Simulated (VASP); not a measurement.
A run of VASP 6.6.1 is set up as follows.

INCAR

```
SYSTEM = TaN
PREC     = Accurate       ! precision mode
ENCUT    = 520            ! plane-wave cutoff, eV
EDIFF    = 1E-6           ! SCF threshold, eV
ISMEAR   = 0              ! smearing method
SIGMA    = 0.15           ! smearing width, eV
LREAL    = .FALSE.        ! projectors in reciprocal space
LASPH    = .TRUE.         ! aspherical terms in the spheres
NELM     = 80             ! most SCF steps
ALGO     = Normal         ! electronic algorithm
ISIF     = 2              ! what is computed and relaxed
LWAVE    = .FALSE.        ! write WAVECAR
LCHARG   = .FALSE.        ! write CHGCAR
GGA      = PE             ! functional
NBANDS   = 24             ! bands
```

KPOINTS

```
Automatic mesh
0
G
  12 12 6
  0 0 0
```

File POSCAR:

```
TaN
1.0
    2.9174087295      0.0001967915     -0.0000154993
   -1.4585339383      2.5274820178      0.0000228443
   -0.0000314271      0.0000353414      5.9131410385
Ta N
2 2
Direct
   -0.0000033512     -0.0000049385     -0.0000022597
    0.0000040266     -0.0000016174      0.4999976610
    0.3333146922      0.6665821601      0.2499991543
    0.6666846326      0.3334243958      0.7500054445
```

Potentials or basis: VASP PAW PBE potentials, release 64 (Ta_pv, N).

Command:

```console
$ cat potpaw_PBE.64/Ta_pv/POTCAR potpaw_PBE.64/N/POTCAR > POTCAR
$ mpirun -np 1 vasp_std > vasp.out
```

Predict the band gap on the k mesh.

zero (bands 16 and 17 overlap by 1.18 eV).

What does it give for the pressure?

0.7 GPa.

Stress tensor (GPa, compression positive):
```
 0.71 -0.02  0.00
-0.02  0.61  0.00
 0.00  0.00  0.72
```

Caveat: spin-orbit coupling is left out, which moves the levels of the heavy elements.
